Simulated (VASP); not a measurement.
# Sc (P6_3/mmc) in VASP: further runs

The runs below take Sc through single point, with PBE.

Everything below comes from runs of VASP 6.6.1. Logs are shortened: lines on timing, memory, paths and dates and some standing lists are left out, and cuts for length are marked.

## 1. The cell of the first run

The structure is hexagonal, space group P6_3/mmc (No. 194). The conventional cell has a = 3.210 Å, b = 3.210 Å, c = 5.268 Å, α = 90.00°, β = 90.00°, γ = 120.00°. Within 4.2 Å of Sc (site symmetry -6m2) lie 12 Sc at 3.21 to 3.22 Å.

## 2. Single point, PBE (strain -0.030 along x and y, +0.000 along z)

File INCAR:

```
PREC = Accurate ; ENCUT = 520
EDIFF = 1E-7 ; ISMEAR = 0
SIGMA = 0.15 ; LREAL = F
LASPH = T ; NELM = 100
ALGO = Fast ; ISIF = 2
LWAVE = F ; LCHARG = F
GGA = PE ; NBANDS = 18
```

File KPOINTS:

```
Automatic mesh
0
Gamma
  18 18 10
```

File POSCAR:

```
Sc
1.0
    3.2095339604      0.0000000000      0.0000000000
   -1.6047669802      2.7795379440      0.0000000000
    0.0000000000      0.0000000000      5.2680000000
Sc
2
Direct
    0.3333333333      0.6666666667      0.2500000000
    0.6666666667      0.3333333333      0.7500000000
```

Potentials or basis: VASP PAW PBE potentials, release 64 (Sc_sv).

Launch:

```
$ cat potpaw_PBE.64/Sc_sv/POTCAR > POTCAR
$ mpirun -np 1 vasp_std > vasp.out
```

OUTCAR:

```text
PREC = Accurate
   ENCUT = 520
   EDIFF = 1E-7
   ISMEAR = 0
   LREAL = F
   LASPH = T
   NELM = 100
   ISIF = 2
   GGA = PE

 ion  position               nearest neighbor table
   1  0.333  0.667  0.250-   2 3.22   2 3.22   2 3.22   2 3.22   2 3.22   2 3.22
   2  0.667  0.333  0.750-   1 3.22   1 3.22   1 3.22   1 3.22   1 3.22   1 3.22

  LATTYP: Found a hexagonal cell.
 ALAT       =     3.2095339604
 C/A-ratio  =     1.6413597940

  Lattice vectors:

 A1 = (   3.2095339604,   0.0000000000,   0.0000000000)
 A2 = (  -1.6047669802,   2.7795379440,   0.0000000000)
 A3 = (   0.0000000000,   0.0000000000,   5.2680000000)

Analysis of symmetry for initial positions (statically):
=====================================================================
 Subroutine PRICEL returns:
 Original cell was already a primitive cell.

 Routine SETGRP: Setting up the symmetry group for a
 hexagonal supercell.

 Subroutine GETGRP returns: Found 24 space group operations
 (whereof 12 operations were pure point group operations)
 out of a pool of 24 trial point group operations.

The static configuration has the point symmetry D_3d.
 The point group associated with its full space group is D_6h.

Analysis of symmetry for dynamics (positions and initial velocities):
=====================================================================
 Subroutine PRICEL returns:
 Original cell was already a primitive cell.

 Routine SETGRP: Setting up the symmetry group for a
 hexagonal supercell.

 Subroutine GETGRP returns: Found 24 space group operations
 (whereof 12 operations were pure point group operations)
 out of a pool of 24 trial point group operations.

The dynamic configuration has the point symmetry D_3d.
 The point group associated with its full space group is D_6h.

 Subroutine INISYM returns: Found 24 space group operations
 (whereof 12 operations are pure point group operations),
 and found     1 'primitive' translations

----------------------------------------------------------------------------------------

                                     Primitive cell

  volume of cell :      46.9959

  direct lattice vectors                    reciprocal lattice vectors
     3.209533960  0.000000000  0.000000000     0.311571715  0.179886013  0.000000000
    -1.604766980  2.779537944  0.000000000     0.000000000  0.359772027  0.000000000
[... 78 lines left out ...]
   ICHARG =      2    charge: 1-file 2-atom 10-const
   ISPIN  =      1    spin polarized calculation?
   LNONCOLLINEAR =      F non collinear calculations
   LSORBIT =      F    spin-orbit coupling
   LASPH  =      T    aspherical Exc in radial PAW
   ENCUT  =  520.0 eV  38.22 Ry    6.18 a.u.   5.97  5.97  9.79*2*pi/ulx,y,z
   NELM   =    100;   NELMIN=  2; NELMDL= -5     # of ELM steps
   EDIFF  = 0.1E-06   stopping-criterion for ELM
   LREAL  =      F    real-space projection
   EDIFFG = 0.1E-05   stopping-criterion for IOM
   NSW    =      0    number of steps for IOM
   IBRION =     -1    ionic relax: 0-MD 1-quasi-New 2-CG
   NFREE  =      0    steps in history (QN), initial steepest desc. (CG)
   ISIF   =      2    stress and relaxation
   ISYM   =      2    0-nonsym 1-usesym 2-fastsym
   POTIM  = 0.5000    time-step for ionic-motion
   TEBEG  =    0.0;   TEEND  =   0.0 temperature during run
   PSTRESS=    0.0 pullay stress
   NELECT =      22.0000    total number of electrons
   NUPDOWN=      -1.0000    fix difference up-down
   EMIN   =  10.00;   EMAX   =-10.00  energy-range for DOS
   EFERMI =   0.00;   METHOD = LEGACY
   ISMEAR =     0;   SIGMA  =   0.15  broadening in eV -4-tet -1-fermi 0-gaus
   EFERMI_NEDOS =   21; number of points for ismear=-14 and -15
   IALGO  =     68    algorithm
   IMIX   =      4    mixing-type and parameters
     AMIX     =   0.40;   BMIX     =  1.00
     AMIX_MAG =   1.60;   BMIX_MAG =  1.00
  volume/ion in A,a.u.               =      23.50       158.57
  Fermi-wavevector in a.u.,A,eV,Ry     =   1.271147  2.402119 21.984477  1.615813
  Thomas-Fermi vector in A             =   2.404095
   LORBIT       =      0    0 simple, 1 ext, 2 COOP (PROOUT), +10 PAW based schemes
   GGA     = PE    functional components
   LHFCALC =     F    Hartree Fock is set to
   AEXX    =    0.0000 exact exchange contribution
   IVDW    =     0    specifies the selected vdW correction
   LEPSILON=     F    determine dielectric tensor
   LRPA    =     F    only Hartree local field effects (RPA)
 non-spin polarized calculation
 RMM-DIIS sequential band-by-band and
 Gauss-broadening in eV      SIGMA  =   0.15
  energy-cutoff  :      520.00
  volume of cell :       47.00
 maximum number of plane-waves:      1292
 NGX is ok and might be reduce to    24
   NGX = 11   NGY = 11   NGZ = 19

 number of electron      21.9999994 magnetization

 Free energy of the ion-electron system (eV)
  ---------------------------------------------------
  ext. energy  EPLUGINS =         0.00000000
  ---------------------------------------------------
  free energy    TOTEN  =       -12.47689464 eV

  energy without entropy =      -12.42833573  energy(sigma->0) =      -12.45261519

 E-fermi :   3.9770     XC(G=0): -10.0714

 val. band max:        3.9717167501   @ k =   0.2778   0.1667   0.2000
 cond. band min:       3.9795545961   @ k =   0.1667  -0.0000   0.2000
 fundamental gap:      0.0078378459
 Fermi energy:         3.9770398984

 k-point     1 :       0.0000    0.0000    0.0000
  band No.  band energies     occupation
      1     -45.3272      2.00000
      2     -45.2562      2.00000
      3     -24.1691      2.00000
      4     -23.7700      2.00000
      5     -23.7700      2.00000
      6     -23.7129      2.00000
[... 481 lines left out ...]
      5     -23.9628      2.00000
      6     -23.8939      2.00000
[... 10 lines left out ...]
     17       7.9926      0.00000
     18       8.0494      0.00000

 [... further k-points ...]
[... 5 lines left out ...]
  --------------------------------------------------------------------------------------
  -------------------------------------------------------------------------------------
  Total        1.3093662      1.3093662      0.0656358      0.0000000      0.0000000      0.0000000
  in kB       44.6386801     44.6386801      2.2376441      0.0000000      0.0000000      0.0000000
  external PRESSURE =      30.5050015 kB  Pullay stress =       0.0000000 kB

 VOLUME and BASIS-vectors are now :
 -----------------------------------------------------------------------------
  energy-cutoff  :      520.00
  volume of cell :       47.00
      direct lattice vectors                 reciprocal lattice vectors
     3.209533960  0.000000000  0.000000000     0.311571715  0.179886013  0.000000000
    -1.604766980  2.779537944  0.000000000     0.000000000  0.359772027  0.000000000
     0.000000000  0.000000000  5.268000000     0.000000000  0.000000000  0.189825361

 POSITION                                       TOTAL-FORCE (eV/Angst)
 -----------------------------------------------------------------------------------
     -0.00000      1.85303      1.31700         0.000000      0.000000      0.000000
      1.60477      0.92651      3.95100        -0.000000      0.000000      0.000000
 -----------------------------------------------------------------------------------
    total drift:                                0.000000     -0.000000      0.000000

  FREE ENERGIE OF THE ION-ELECTRON SYSTEM (eV)
  ---------------------------------------------------
  free  energy   TOTEN  =       -12.4768946435 eV

  energy  without entropy=      -12.4283357326  energy(sigma->0) =      -12.45261519
```

OSZICAR:

```text
N       E                     dE             d eps       ncg     rms          rms(c)
DAV:   1     0.358042926099E+03    0.35804E+03   -0.10999E+04  7992   0.131E+03
DAV:   2     0.604815852564E+01   -0.35199E+03   -0.34557E+03  9632   0.542E+02
DAV:   3    -0.133946158696E+02   -0.19443E+02   -0.18699E+02 12894   0.155E+02
DAV:   4    -0.137863884148E+02   -0.39177E+00   -0.38924E+00 12094   0.203E+01
DAV:   5    -0.137910876289E+02   -0.46992E-02   -0.46972E-02 13634   0.238E+00    0.790E+00
RMM:   6    -0.125677812420E+02    0.12233E+01   -0.17075E+00  8305   0.170E+01    0.267E+00
RMM:   7    -0.124947908747E+02    0.72990E-01   -0.31066E+00 10545   0.133E+01    0.136E+00
RMM:   8    -0.124703471496E+02    0.24444E-01   -0.16774E-01  8822   0.480E+00    0.543E-01
RMM:   9    -0.124754992468E+02   -0.51521E-02   -0.91573E-02 11012   0.183E+00    0.127E-01
RMM:  10    -0.124765082119E+02   -0.10090E-02   -0.15604E-02 11696   0.766E-01    0.490E-02
RMM:  11    -0.124767797358E+02   -0.27152E-03   -0.34354E-03 11929   0.434E-01    0.380E-02
RMM:  12    -0.124768625427E+02   -0.82807E-04   -0.10700E-03 12757   0.183E-01    0.605E-03
RMM:  13    -0.124768936960E+02   -0.31153E-04   -0.27290E-04 12446   0.778E-02    0.811E-03
RMM:  14    -0.124768913550E+02    0.23410E-05   -0.52974E-05 12191   0.473E-02    0.217E-03
RMM:  15    -0.124768945586E+02   -0.32036E-05   -0.17093E-05 12088   0.224E-02    0.688E-04
RMM:  16    -0.124768945304E+02    0.28166E-07   -0.39222E-06 11001   0.123E-02    0.395E-04
RMM:  17    -0.124768947390E+02   -0.20856E-06   -0.13439E-06  9580   0.610E-03    0.210E-04
RMM:  18    -0.124768946435E+02    0.95524E-07   -0.32986E-07  9095   0.361E-03
   1 F= -.12476895E+02 E0= -.12452615E+02  d E =-.485589E-01
```

stdout:

```text
POSCAR found type information on POSCAR Sc
 POSCAR found :  1 types and       2 ions
 scaLAPACK will be used
 LDA part: xc-table for (Slater+PW92), standard interpolation
 POSCAR, INCAR and KPOINTS ok, starting setup
 FFT: planning ... GRIDC
 FFT: planning ... GRID_SOFT
 FFT: planning ... GRID
 WAVECAR not read
 entering main loop
```

Run time: 4.5 min. Hardware: 1 thread of AMD EPYC 7R13, shared host; peak memory 0.24 GiB.

Results:

| Quantity | Value |
| --- | --- |
| Free energy | -12.4769 eV |
| Pressure | 3.1 GPa |
| Band gap on the k mesh | zero (band 11 reaches 4.78 eV, above the bottom of band 12 at 3.47 eV) |

Caveat: the cell differs from its parent crystal (strain -0.030 along x and y, +0.000 along z).

[end of part 1 of 2]
